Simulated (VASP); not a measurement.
# SnO in VASP: single point with PBE+D3(BJ)

Aim: the single point of SnO with PBE+D3(BJ).

Program: VASP 6.6.1. These are calculated values, not measurements. Logs are shortened: lines on timing, memory, paths and dates and some standing lists are left out, and cuts for length are marked.

## (1) The cell of the first run

The cell holds a slab with vacuum, 8 atoms: a = 3.820 Å, b = 3.820 Å, c = 22.226 Å, α = 90.00°, β = 90.00°, γ = 90.00°.

## (2) Single point, PBE+D3(BJ) (layers slid over each other)

Contents of INCAR:

```
PREC = Accurate ; ENCUT = 1000
EDIFF = 1E-6 ; ISMEAR = 0
SIGMA = 0.05 ; LREAL = F
LASPH = T ; NELM = 120
ALGO = Normal ; ISIF = 2
LWAVE = F ; LCHARG = T
LDIPOL = T ; IDIPOL = 3
DIPOL = 0.5 0.5 0.403 ; GGA = PE
IVDW = 12 ; LELF = T
LVHAR = T ; LVACPOTAV = T
NBANDS = 50 ; GGA_COMPAT = F
NELMDL = -8
```

Contents of KPOINTS:

```
Automatic mesh
0
Gamma
  7 7 1
```

Contents of POSCAR:

```
SnO
1.0
    3.8201636883      0.0000000000      0.0000000000
    0.0000000000      3.8201636883      0.0000000000
    0.0000000000      0.0000000000     22.2260802162
Sn O
4 4
Direct
    0.7500000000      0.2500000000      0.2024648501
    0.2500000000      0.7500000000      0.3087831971
    0.7500000000      1.2500000000      0.4977503906
    1.2500000000      0.7500000000      0.6040687375
    0.2500000000      0.2500000000      0.2556240236
    0.7500000000      0.7500000000      0.2556240236
    1.2500000000      1.2500000000      0.5509095640
    0.7500000000      0.7500000000      0.5509095640
```

Potentials or basis: VASP PAW PBE potentials, release 64 (Sn_d, O_h).

Run with:

```
> cat potpaw_PBE.64/Sn_d/POTCAR potpaw_PBE.64/O_h/POTCAR > POTCAR
> mpirun -np 1 vasp_std > vasp.out
```

OUTCAR:

```text
PREC = Accurate
   ENCUT = 1000
   EDIFF = 1E-6
   ISMEAR = 0
   LREAL = F
   LASPH = T
   NELM = 120
   ISIF = 2
   GGA = PE
   IVDW = 12
   NELMDL = -8
 IVDW          = 12

 ion  position               nearest neighbor table
   1  0.750  0.250  0.202-   5 2.25   6 2.25   6 2.25   5 2.25   2 3.59   2 3.59   2 3.59   2 3.59

   2  0.250  0.750  0.309-   5 2.25   6 2.25   5 2.25   6 2.25   1 3.59   1 3.59   1 3.59   1 3.59

   3  0.750  0.250  0.498-   7 2.25   8 2.25   8 2.25   7 2.25   4 3.59   4 3.59   4 3.59   4 3.59

   4  0.250  0.750  0.604-   7 2.25   8 2.25   7 2.25   8 2.25   3 3.59   3 3.59   3 3.59   3 3.59

   5  0.250  0.250  0.256-   1 2.25   2 2.25   2 2.25   1 2.25
   6  0.750  0.750  0.256-   1 2.25   2 2.25   1 2.25   2 2.25
   7  0.250  0.250  0.551-   3 2.25   3 2.25   4 2.25   4 2.25
   8  0.750  0.750  0.551-   3 2.25   3 2.25   4 2.25   4 2.25

  LATTYP: Found a simple tetragonal cell.
 ALAT       =     3.8201636883
 C/A-ratio  =     5.8180962989

  Lattice vectors:

 A1 = (   3.8201636883,   0.0000000000,   0.0000000000)
 A2 = (   0.0000000000,   3.8201636883,   0.0000000000)
 A3 = (   0.0000000000,   0.0000000000,  22.2260802162)

Analysis of symmetry for initial positions (statically):
=====================================================================
 Subroutine PRICEL returns:
 Original cell was already a primitive cell.

 Routine SETGRP: Setting up the symmetry group for a
 simple tetragonal supercell.

 Subroutine GETGRP returns: Found 16 space group operations
 (whereof  2 operations were pure point group operations)
 out of a pool of 16 trial point group operations.

The static configuration has the point symmetry C_1h.
 The point group associated with its full space group is D_4h.

Analysis of symmetry for dynamics (positions and initial velocities):
=====================================================================
 Subroutine PRICEL returns:
 Original cell was already a primitive cell.

 Routine SETGRP: Setting up the symmetry group for a
 simple tetragonal supercell.

 Subroutine GETGRP returns: Found 16 space group operations
 (whereof  2 operations were pure point group operations)
 out of a pool of 16 trial point group operations.

The dynamic configuration has the point symmetry C_1h.
 The point group associated with its full space group is D_4h.

 Subroutine INISYM returns: Found 16 space group operations
 (whereof  2 operations are pure point group operations),
 and found     1 'primitive' translations
[... 102 lines left out ...]
   PSTRESS=    0.0 pullay stress
   NELECT =      80.0000    total number of electrons
   NUPDOWN=      -1.0000    fix difference up-down
   EMIN   =  10.00;   EMAX   =-10.00  energy-range for DOS
   EFERMI =   0.00;   METHOD = LEGACY
   ISMEAR =     0;   SIGMA  =   0.05  broadening in eV -4-tet -1-fermi 0-gaus
   EFERMI_NEDOS =   21; number of points for ismear=-14 and -15
   IALGO  =     38    algorithm
   IMIX   =      4    mixing-type and parameters
     AMIX     =   0.40;   BMIX     =  1.00
     AMIX_MAG =   1.60;   BMIX_MAG =  1.00
  volume/ion in A,a.u.               =      40.54       273.61
  Fermi-wavevector in a.u.,A,eV,Ry     =   1.026666  1.940118 14.341129  1.054043
  Thomas-Fermi vector in A             =   2.160571
   LORBIT       =      0    0 simple, 1 ext, 2 COOP (PROOUT), +10 PAW based schemes
   GGA     = PE    functional components
   LHFCALC =     F    Hartree Fock is set to
   AEXX    =    0.0000 exact exchange contribution
   IVDW    =    12    specifies the selected vdW correction
   LEPSILON=     F    determine dielectric tensor
   LRPA    =     F    only Hartree local field effects (RPA)
 non-spin polarized calculation
 Gauss-broadening in eV      SIGMA  =   0.05
  energy-cutoff  :     1000.00
  volume of cell :      324.36
 maximum number of plane-waves:     23352
 NGX is ok and might be reduce to    40
   NGX = 19   NGY = 19   NGZ =115

 dipolmoment           0.000000      0.000000      0.000120 electrons x Angstroem

 number of electron      79.9999989 magnetization

 dipolmoment           0.000000      0.000000     -0.000002 electrons x Angstroem

 Free energy of the ion-electron system (eV)
  ---------------------------------------------------
  ext. energy  EPLUGINS =         0.00000000
  ---------------------------------------------------
  free energy    TOTEN  =       -45.22701763 eV

  energy without entropy =      -45.22701763  energy(sigma->0) =      -45.22701763

 E-fermi :   0.1222     XC(G=0):  -5.3302

 val. band max:       -0.1507704322   @ k =   0.1429   0.0000   0.0000
 cond. band min:       2.4242430868   @ k =   0.0000   0.0000   0.0000
 fundamental gap:      2.5750135190
 Fermi energy:         0.1222409182

 k-point     1 :       0.0000    0.0000    0.0000
  band No.  band energies     occupation
      1     -20.9687      2.00000
      2     -20.9686      2.00000
      3     -20.6084      2.00000
      4     -20.6083      2.00000
      5     -20.5702      2.00000
      6     -20.5702      2.00000
[... 519 lines left out ...]
     49       6.0128      0.00000
     50       6.1882      0.00000

------------------------ aborting loop because EDIFF is reached ----------------------------------------

 Edisp (eV)   -1.23958

 E8    (eV) :    -0.5486

  FORCE on cell =-STRESS in cart. coord.  units (eV):
  Direction    XX          YY          ZZ          XY          YZ          ZX
  --------------------------------------------------------------------------------------
  -------------------------------------------------------------------------------------
  Total       0.17736     0.17736    -0.29972     0.00000     0.00000    -0.00000
  in kB       0.87608     0.87608    -1.48047     0.00000     0.00000    -0.00000
  external pressure =        0.09 kB  Pullay stress =        0.00 kB

 VOLUME and BASIS-vectors are now :
 -----------------------------------------------------------------------------
  energy-cutoff  :     1000.00
  volume of cell :      324.36
      direct lattice vectors                 reciprocal lattice vectors
     3.820163688  0.000000000  0.000000000     0.261768888  0.000000000  0.000000000
     0.000000000  3.820163688  0.000000000     0.000000000  0.261768888  0.000000000
     0.000000000  0.000000000 22.226080216     0.000000000  0.000000000  0.044992189

 POSITION                                       TOTAL-FORCE (eV/Angst)
 -----------------------------------------------------------------------------------
      2.86512      0.95504      4.50000         0.000000     -0.000000     -0.070790
      0.95504      2.86512      6.86304        -0.000000      0.000000      0.179922
      2.86512      0.95504     11.06304        -0.000000     -0.000000     -0.179922
      0.95504      2.86512     13.42608        -0.000000     -0.000000      0.070790
      0.95504      0.95504      5.68152         0.000000     -0.000000      0.011603
      2.86512      2.86512      5.68152         0.000000      0.000000      0.011603
      0.95504      0.95504     12.24456        -0.000000      0.000000     -0.011603
      2.86512      2.86512     12.24456         0.000000      0.000000     -0.011603
 -----------------------------------------------------------------------------------
    total drift:                               -0.000000      0.000000     -0.000187

  FREE ENERGIE OF THE ION-ELECTRON SYSTEM (eV)
  ---------------------------------------------------
  free  energy   TOTEN  =       -46.4665987901 eV

  energy  without entropy=      -46.4665987901  energy(sigma->0) =      -46.46659879

 vacuum level on the upper side and lower side of the slab         5.014         5.014
```

Run time: 9.9 min. Hardware: 1 thread of Intel Xeon Platinum 8375C at 2.90GHz (Ice Lake), shared host; peak memory 0.9 GiB.

Results:

| Item | Value |
| --- | --- |
| Free energy | -46.4666 eV |
| Largest force | 0.180 eV/Å |
| Band gap on the k mesh | 2.58 eV (least direct gap 2.59 eV) |
| Dispersion energy per atom | -0.155 eV |

Forces on the atoms (eV/Å):
```
Sn   0.000  0.000 -0.071
Sn   0.000  0.000  0.180
Sn   0.000  0.000 -0.180
Sn   0.000  0.000  0.071
O    0.000  0.000  0.012
O    0.000  0.000  0.012
O    0.000  0.000 -0.012
O    0.000  0.000 -0.012
```

Levels at points of the mesh, in eV from the valence-band top:
| k point | band 38 | band 39 | band 40 | band 41 | band 42 | band 43 |
| --- | --- | --- | --- | --- | --- | --- |
| (0.00, 0.00, 0.00) | -1.91 | -0.54 | -0.02 | 2.57 | 2.90 | 2.91 |

Caveat: the cell differs from its parent crystal (layers slid over each other); spin-orbit coupling is left out, which moves the levels of the heavy elements.
